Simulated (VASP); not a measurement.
A run of VASP 6.6.1:

Contents of INCAR:

```
PREC = Accurate ; ENCUT = 520
EDIFF = 1E-6 ; ISMEAR = 0
SIGMA = 0.15 ; LREAL = F
LASPH = T ; NELM = 100
ALGO = Fast ; ISIF = 2
LWAVE = F ; LCHARG = F
GGA = PE ; NBANDS = 18
```

KPOINTS

```
regular mesh
0
Gamma
  18 18 10
```

The input POSCAR:

```
Sc
1.0
    3.2591659288      0.0000000000      0.0000000000
   -1.6295829644      2.8225204895      0.0000000000
    0.0000000000      0.0000000000      5.1889800000
Sc
2
Direct
    0.3333333333      0.6666666667      0.2500000000
    0.6666666667      0.3333333333      0.7500000000
```

Potentials or basis: VASP PAW PBE potentials, release 64 (Sc_sv).

Run with:

```bash
$ cat potpaw_PBE.64/Sc_sv/POTCAR > POTCAR
$ mpirun -np 1 vasp_std > vasp.out
```

Hardware: 1 thread of Intel Xeon 8259CL (shared host).

**Question.** Estimate the wall time of this run.

**Answer.** Wall time 4.5 min on 1 thread of Intel Xeon 8259CL (shared host), peak memory 0.27 GiB. Counts: scf iterations 16, k points 222.
